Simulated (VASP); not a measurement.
Set up this calculation in VASP 6.6.1, as the native input.

```yaml
Task: single point
Functional: PBE
Potentials_or_basis: VASP PAW PBE potentials, release 64 (Cu, Mo_sv, Se)
Cutoff: 520 eV
k_mesh: 6 × 6 × 6
Occupations: gaussian, width 0.05 eV
Spin: collinear spin
Starting_moments: "[0.01, 0.88, -0.03, -0.03] μB"
Hubbard_terms: Mo d U = 4.0 eV
Dipole_correction: no
Further_INCAR_settings: ALGO = Normal; EDIFF = 1e-06; NBANDS = 30
```

The structure of CuMoSe2 lies in POSCAR:

```
CuMoSe2
1.0
    1.9139581400      1.1050242500      6.9483984000
   -1.9139581400      1.1050242500      6.9483984000
    0.0000000000     -2.2100484900      6.9483984000
Cu Mo Se
1 1 2
Direct
    0.5000000000      0.5000000000      0.5000000000
    0.0000000000      0.0000000000      0.0000000000
    0.2667000000      0.2667000000      0.2667000000
    0.7333000000      0.7333000000      0.7333000000
```

One way to write it, as run:

INCAR

```
PREC = Accurate
ENCUT = 520
EDIFF = 1E-6
ISMEAR = 0
SIGMA = 0.05
LREAL = F
LASPH = T
NELM = 150
ALGO = Normal
ISIF = 2
LWAVE = F
LCHARG = F
ISPIN = 2
MAGMOM = 0.01 0.88 -0.03 -0.03
LORBIT = 11
LMAXMIX = 4
LDAU = T
LDAUTYPE = 2
LDAUL = -1 2 -1
LDAUU = 0 4 0
LDAUJ = 0 0 0
LDAUPRINT = 1
GGA = PE
NBANDS = 30
```

KPOINTS

```
regular mesh
0
Gamma
  6 6 6
```

Potentials or basis: VASP PAW PBE potentials, release 64 (Cu, Mo_sv, Se).

The run is started by

```sh
$ cat potpaw_PBE.64/Cu/POTCAR potpaw_PBE.64/Mo_sv/POTCAR potpaw_PBE.64/Se/POTCAR > POTCAR
$ mpirun -np 1 vasp_std > vasp.out
```

Results of the run:

```
Pressure                                              : 1.5 GPa
Largest force                                         : 1.808 eV/Å
Band gap on the k mesh                                : 0.85 eV (least direct gap 1.24 eV)
Net moment                                            : 3.00 μB per cell
Site moments                                          : Cu +0.03; Mo +2.73; Se -0.04 μB
Valence electrons inside the program's atomic spheres : Cu 9.69; Mo 12.22; Se 3.89
```

Caveat: a cell with one magnetic atom can't hold antiferromagnetic order, which such compounds often take; forces of over 1 eV/Å act on the atoms, so gaps and moduli don't describe the material at rest.

It took 21 min on 1 thread of Intel Xeon 8259CL, on a shared host, peak memory 0.59 GiB.
